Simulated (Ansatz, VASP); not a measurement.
Given: the input of a run of VASP 6.6.1 on BP.

File POSCAR:

```
BP
1.0
    0.0000000000      2.2690000000      2.2690000000
    2.2690000000      0.0000000000      2.2690000000
    2.2690000000      2.2690000000      0.0000000000
P B
1 1
Direct
    0.7500000000      0.7500000000      0.7500000000
    0.0000000000      0.0000000000      0.0000000000
```

INCAR.step1

```
PREC = Accurate ; ENCUT = 600
EDIFF = 1E-5 ; ISMEAR = -1
SIGMA = 0.05 ; LREAL = F
LASPH = T ; NELM = 80
ALGO = Normal ; LWAVE = T
LCHARG = F ; GGA = PE
NBANDS = 11
```

File INCAR.step2:

```
PREC = Accurate ; ENCUT = 600
EDIFF = 1E-7 ; ISMEAR = -1
SIGMA = 0.05 ; LREAL = F
LASPH = T ; NELM = 80
ALGO = Normal ; ISIF = 3
LWAVE = F ; LCHARG = F
GGA = PE ; LHFCALC = T
HFSCREEN = 0.2079 ; PRECFOCK = Normal
IBRION = 2 ; NSW = 60
EDIFFG = -0.01 ; ISTART = 1
```

Contents of KPOINTS:

```
Automatic mesh
0
Gamma
  5 5 5
```

Potentials or basis: VASP PAW PBE potentials, release 64 (P, B).

The run is started by

```console
$ cat potpaw_PBE.64/P/POTCAR potpaw_PBE.64/B/POTCAR > POTCAR
$ cp INCAR.step1 INCAR
$ mpirun -np 1 vasp_std > vasp.out
$ cp INCAR.step2 INCAR
$ mpirun -np 1 vasp_std > vasp.out
```

**Question.** Set up the same calculation for Ansatz 0.2.0. Potentials there: Ansatz PAW.

**Answer.** As run (the cutoff follows the program's own potentials):

The input input.yaml:

```yaml
crystal:
  lattice:
    - [0.0, 2.269, 2.269]
    - [2.269, 0.0, 2.269]
    - [2.269, 2.269, 0.0]
  atoms:
    - { symbol: P, position: [0.75, 0.75, 0.75] }
    - { symbol: B, position: [0.0, 0.0, 0.0] }
hamiltonian:
  xc: hse06
  pseudopotentials: { kind: paw }
kpoints:
  mp_grid: { grid: [5, 5, 5] }
scf:
  occupations: { method: fermi_dirac, width: 0.05 }
output:
  forces: true
  stress: true
relax:
  f_tol: 0.01
  max_steps: 40
  cell: { stress_tol: 0.05 }
```

Potentials or basis: Ansatz PAW.

Run with:

```console
$ ansatz run input.yaml --threads 2 --pin off --max-ram 5632MiB --backend cpu --events-out ev --progress --plain --runs-dir out
```

Both were run:

|  | VASP | Ansatz | Ansatz less VASP |
| --- | --- | --- | --- |
| gap on the k mesh at the Fermi level, each at its own relaxed structure (eV) | 1.96 | 1.97 | +0.009 |
| relaxed volume (Å³/atom) | 11.56 | 11.60 | +0.037 |
| relaxed cell length with the largest relative difference (Å) | 3.198 | 3.201 | +0.0034 |

The k mesh is coarse, so the values compare programs but aren't converged. Noted on Ansatz's run: odd divisions of the mesh miss points on the zone boundary, where band edges often lie, so the gap on the mesh can be too wide; the plane-wave basis is chosen anew once the cell has moved, so the energies of steps on either side of that aren't comparable.
